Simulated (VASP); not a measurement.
# MgS in VASP: further runs, part 2 of 2

VASP 6.6.1. Earlier steps stand in the parts before.

## Step 3: Single point, PBE

The input, INCAR:

```
SYSTEM = MgS
PREC     = Accurate       ! precision mode
ENCUT    = 520            ! plane-wave cutoff, eV
EDIFF    = 1E-7           ! SCF threshold, eV
ISMEAR   = -5             ! smearing method
SIGMA    = 0.1            ! smearing width, eV
LREAL    = .False.        ! projectors in reciprocal space
LASPH    = .True.         ! aspherical terms in the spheres
NELM     = 80             ! most SCF steps
ALGO     = Normal         ! electronic algorithm
ISIF     = 2              ! what is computed and relaxed
LWAVE    = .False.        ! write WAVECAR
LCHARG   = .False.        ! write CHGCAR
GGA      = PE             ! functional
NBANDS   = 11             ! bands
```

The input, KPOINTS:

```
Automatic mesh
0
Gamma
  8 8 8
  0 0 0
```

The input, POSCAR:

```
MgS
1.0
    0.0000000000      2.6016500000      2.6016500000
    2.6016500000      0.0000000000      2.6016500000
    2.6016500000      2.6016500000      0.0000000000
Mg S
1 1
Direct
    0.0000000000      0.0000000000      0.0000000000
    0.5000000000      0.5000000000      0.5000000000
```

Potentials or basis: VASP PAW PBE potentials, release 64 (Mg, S).

The run is started by

```
$ cat potpaw_PBE.64/Mg/POTCAR potpaw_PBE.64/S/POTCAR > POTCAR
$ mpirun -np 1 vasp_std > vasp.out
```

OUTCAR:

```text
SYSTEM = MgS
   PREC = Accurate
   ENCUT = 520
   EDIFF = 1E-7
   ISMEAR = -5
   LREAL = .False.
   LASPH = .True.
   NELM = 80
   ISIF = 2
   GGA = PE

 ion  position               nearest neighbor table
   1  0.000  0.000  0.000-   2 2.60   2 2.60   2 2.60   2 2.60   2 2.60   2 2.60
   2  0.500  0.500  0.500-   1 2.60   1 2.60   1 2.60   1 2.60   1 2.60   1 2.60

  LATTYP: Found a face centered cubic cell.
 ALAT       =     5.2033000000

  Lattice vectors:

[... 515 lines left out ...]
      5       9.2963      0.00000
      6       9.8352      0.00000
      7      12.1430      0.00000
      8      13.1458      0.00000
      9      15.9916      0.00000
     10      17.0238      0.00000
     11      19.2859      0.00000

 [... further k-points ...]
[... 5 lines left out ...]
  --------------------------------------------------------------------------------------
  -------------------------------------------------------------------------------------
  Total        0.1897159      0.1897159      0.1897159     -0.0000000      0.0000000     -0.0000000
  in kB        8.6305345      8.6305345      8.6305345     -0.0000000      0.0000000     -0.0000000
  external PRESSURE =       8.6305345 kB  Pullay stress =       0.0000000 kB

 VOLUME and BASIS-vectors are now :
 -----------------------------------------------------------------------------
  energy-cutoff  :      520.00
  volume of cell :       35.22
      direct lattice vectors                 reciprocal lattice vectors
     0.000000000  2.601650000  2.601650000    -0.192185728  0.192185728  0.192185728
     2.601650000  0.000000000  2.601650000     0.192185728 -0.192185728  0.192185728
     2.601650000  2.601650000  0.000000000     0.192185728  0.192185728 -0.192185728

 POSITION                                       TOTAL-FORCE (eV/Angst)
 -----------------------------------------------------------------------------------
      0.00000      0.00000      0.00000         0.000000     -0.000000     -0.000000
      2.60165      2.60165      2.60165        -0.000000      0.000000      0.000000
 -----------------------------------------------------------------------------------
    total drift:                                0.000000      0.000000      0.000000

  FREE ENERGIE OF THE ION-ELECTRON SYSTEM (eV)
  ---------------------------------------------------
  free  energy   TOTEN  =        -8.5018786351 eV

  energy  without entropy=       -8.5018786351  energy(sigma->0) =       -8.50187864
```

stdout:

```text
POSCAR found type information on POSCAR MgS
 POSCAR found :  2 types and       2 ions
 scaLAPACK will be used
 LDA part: xc-table for (Slater+PW92), standard interpolation
 POSCAR, INCAR and KPOINTS ok, starting setup
 FFT: planning ... GRIDC
 FFT: planning ... GRID_SOFT
 FFT: planning ... GRID
 WAVECAR not read
 entering main loop
```

It took 10 s on 1 thread of Intel Xeon 6975P-C, shared host; peak memory 0.16 GiB.

Results:

| Property | Result |
| --- | --- |
| Free energy | -8.5019 eV |
| Pressure | 0.9 GPa |
| Band gap on the k mesh | 2.78 eV, indirect (least direct gap 3.71 eV) |

## Step 4: Single point, PBE (x and y stretched by -1 %, z held)

The input, INCAR:

```
SYSTEM = MgS
ALGO = Normal
EDIFF = 1E-6
ENCUT = 520
GGA = PE
ISIF = 2
ISMEAR = -1
LASPH = .TRUE.
LCHARG = .TRUE.
LELF = .TRUE.
LREAL = .FALSE.
LVHAR = .TRUE.
LWAVE = .FALSE.
NBANDS = 11
NELM = 60
PREC = Accurate
SIGMA = 0.01
```

The input, KPOINTS:

```
k-points
0
G
  8 8 8
  0 0 0
```

The input, POSCAR:

```
MgS
1.0
    0.0000000000      2.5756335000      2.6016500000
    2.5756335000      0.0000000000      2.6016500000
    2.5756335000      2.5756335000      0.0000000000
Mg S
1 1
Direct
    0.0000000000      0.0000000000      0.0000000000
    0.5000000000      0.5000000000      0.5000000000
```

The run is started by

```
$ cat potpaw_PBE.64/Mg/POTCAR potpaw_PBE.64/S/POTCAR > POTCAR
$ mpirun -np 1 vasp_std > vasp.out
```

Wall time 16 s (1 thread of Intel Xeon 6975P-C, shared host); peak memory 0.17 GiB.

The run converged. Its results:

* Free energy: -8.4936 eV
* Pressure: 2.5 GPa
* Band gap on the k mesh: 2.77 eV, indirect (least direct gap 3.84 eV)

Stress tensor (GPa, compression positive):
```
2.90 0.00 0.00
0.00 2.90 0.00
0.00 0.00 1.74
```

Levels at points of the mesh, in eV from the valence-band top:
| k point | band 1 | band 2 | band 3 | band 4 | band 5 | band 6 | band 7 | band 8 | band 9 |
| --- | --- | --- | --- | --- | --- | --- | --- | --- | --- |
| (0.00, 0.00, 0.00) | -12.81 | -0.04 | -0.04 | 0.00 | 3.84 | 7.84 | 7.95 | 7.95 | 10.27 |
| (0.50, 0.00, 0.00) | -11.45 | -4.96 | -0.66 | -0.63 | 4.55 | 6.85 | 6.96 | 10.31 | 12.24 |
| (0.50, 0.50, 0.00) | -11.09 | -4.33 | -1.73 | -1.73 | 2.83 | 4.33 | 12.11 | 12.83 | 13.60 |
| (0.50, 0.00, 0.50) | -11.05 | -4.32 | -1.81 | -1.73 | 2.77 | 4.29 | 12.21 | 12.86 | 13.39 |

Caveat: the cell differs from its parent crystal (x and y stretched by -1 %, z held).

## Step 5: Single point, PBE (atom 2 (S) moved by [0.021213, 0.021213, 0.0] A)

The input, INCAR:

```
ALGO = Normal
EDIFF = 1E-6
ENCUT = 520
GGA = PE
ISIF = 2
ISMEAR = -1
LASPH = T
LCHARG = F
LREAL = F
LWAVE = F
NBANDS = 11
NELM = 80
PREC = Accurate
SIGMA = 0.01
```

The input, KPOINTS:

```
k-points
0
Gamma
  8 8 8
```

The input, POSCAR:

```
MgS
1.0
    0.0000000000      2.6016500000      2.6016500000
    2.6016500000      0.0000000000      2.6016500000
    2.6016500000      2.6016500000      0.0000000000
Mg S
1 1
Direct
    0.0000000000      0.0000000000      0.0000000000
    0.5000000000      0.5000000000      0.5081536717
```

Potentials or basis: VASP PAW PBE potentials, release 64 (Mg, S).

The run is started by

```
$ cat potpaw_PBE.64/Mg/POTCAR potpaw_PBE.64/S/POTCAR > POTCAR
$ mpirun -np 1 vasp_std > vasp.out
```

OUTCAR:

```text
EDIFF = 1E-6
   ENCUT = 520
   GGA = PE
   ISIF = 2
   ISMEAR = -1
   LASPH = T
   LREAL = F
   NELM = 80
   PREC = Accurate

 ion  position               nearest neighbor table
   1  0.000  0.000  0.000-   2 2.58   2 2.58   2 2.60   2 2.60   2 2.62   2 2.62
   2  0.500  0.500  0.508-   1 2.58   1 2.58   1 2.60   1 2.60   1 2.62   1 2.62

  LATTYP: Found a face centered cubic cell.
 ALAT       =     5.2033000000

  Lattice vectors:

 A1 = (   0.0000000000,   2.6016500000,   2.6016500000)
 A2 = (   2.6016500000,   0.0000000000,   2.6016500000)
 A3 = (   2.6016500000,   2.6016500000,   0.0000000000)

Analysis of symmetry for initial positions (statically):
=====================================================================
 Subroutine PRICEL returns:
 Original cell was already a primitive cell.

 Routine SETGRP: Setting up the symmetry group for a
 face centered cubic supercell.

 Subroutine GETGRP returns: Found  4 space group operations
 (whereof  4 operations were pure point group operations)
 out of a pool of 48 trial point group operations.

The static configuration has the point symmetry C_2v.
[... 163 lines left out ...]
 cond. band min:       6.5007173321   @ k =   0.5000   0.5000   0.0000
 fundamental gap:      2.7756727445
 Fermi energy:         4.0015875029

 k-point     1 :       0.0000    0.0000    0.0000
  band No.  band energies     occupation
      1      -8.9419      2.00000
      2       3.7235      2.00000
      3       3.7250      2.00000
      4       3.7250      2.00000
      5       7.4350      0.00000
      6      11.6793      0.00000
      7      11.6794      0.00000
      8      11.6807      0.00000
      9      14.0761      0.00000
     10      14.0774      0.00000
     11      16.2615      0.00000
[... 309 lines left out ...]
 k-point    24 :      -0.3750    0.1250    0.0000
  band No.  band energies     occupation
      1      -7.6744      2.00000
      2      -0.6786      2.00000
      3       2.3723      2.00000
      4       3.1163      2.00000
      5       9.0706      0.00000
      6      10.2087      0.00000
      7      11.0528      0.00000
      8      13.5808      0.00000
      9      15.7199      0.00000
     10      16.1908      0.00000
     11      18.4789      0.00000

 [... further k-points ...]
[... 5 lines left out ...]
  --------------------------------------------------------------------------------------
  -------------------------------------------------------------------------------------
  Total        0.1998621      0.1998621      0.1876168     -0.0015020      0.0000000      0.0000000
  in kB        9.0921025      9.0921025      8.5350407     -0.0683297      0.0000000      0.0000000
  external PRESSURE =       8.9064152 kB  Pullay stress =       0.0000000 kB

 VOLUME and BASIS-vectors are now :
 -----------------------------------------------------------------------------
  energy-cutoff  :      520.00
  volume of cell :       35.22
      direct lattice vectors                 reciprocal lattice vectors
     0.000000000  2.601650000  2.601650000    -0.192185728  0.192185728  0.192185728
     2.601650000  0.000000000  2.601650000     0.192185728 -0.192185728  0.192185728
     2.601650000  2.601650000  0.000000000     0.192185728  0.192185728 -0.192185728

 POSITION                                       TOTAL-FORCE (eV/Angst)
 -----------------------------------------------------------------------------------
      0.00000      0.00000      0.00000         0.059321      0.059321     -0.000000
      2.62286      2.62286      2.60165        -0.059321     -0.059321      0.000000
 -----------------------------------------------------------------------------------
    total drift:                                0.000030      0.000030      0.000000

  FREE ENERGIE OF THE ION-ELECTRON SYSTEM (eV)
  ---------------------------------------------------
  free  energy   TOTEN  =        -8.5006213920 eV

  energy  without entropy=       -8.5006213920  energy(sigma->0) =       -8.50062139
```

Wall time 18 s (1 thread of Intel Xeon 6975P-C, shared host); peak memory 0.18 GiB.

What came out:

```yaml
Free_energy: -8.5006 eV
Pressure: 0.9 GPa
Largest_force: 0.084 eV/Å
Band_gap_on_the_k_mesh: 2.78 eV, indirect (least direct gap 3.71 eV)
```

Forces in eV/Å, atoms in the order of the input:
```
Mg   0.059  0.059  0.000
S   -0.059 -0.059  0.000
```

Caveat: the cell differs from its parent crystal (atom 2 (S) moved by [0.021213, 0.021213, 0.0] A).

## Step 6: The runs side by side

```csv
cell,smearing,gap on the mesh (eV),pressure (GPa)
"a = 3.679 Å, angles 60.0°, 2 atoms",methfessel-paxton 0.2 eV,2.78,0.9
"a = 3.679 Å, angles 60.0°, 2 atoms",tetrahedron,2.78,0.9
"a = 3.661, b = 3.661, c = 3.642 Å, angles 60.2, 60.2, 59.7°, 2 atoms",fermi-dirac 0.01 eV,2.77,2.5
"a = 3.679 Å, angles 60.0°, 2 atoms",fermi-dirac 0.01 eV,2.78,0.9
```

Some of these runs hold the atoms at other places in the same cell, which the table doesn't show; runs alike in all that it shows share one row.

Alike in all rows: task single point; level PBE; potentials or basis VASP PAW PBE potentials, release 64 (Mg, S); no spin polarisation; k mesh 8 × 8 × 8; cutoff (eV) 520.

Absolute energies hang on the potentials; compare differences alone.
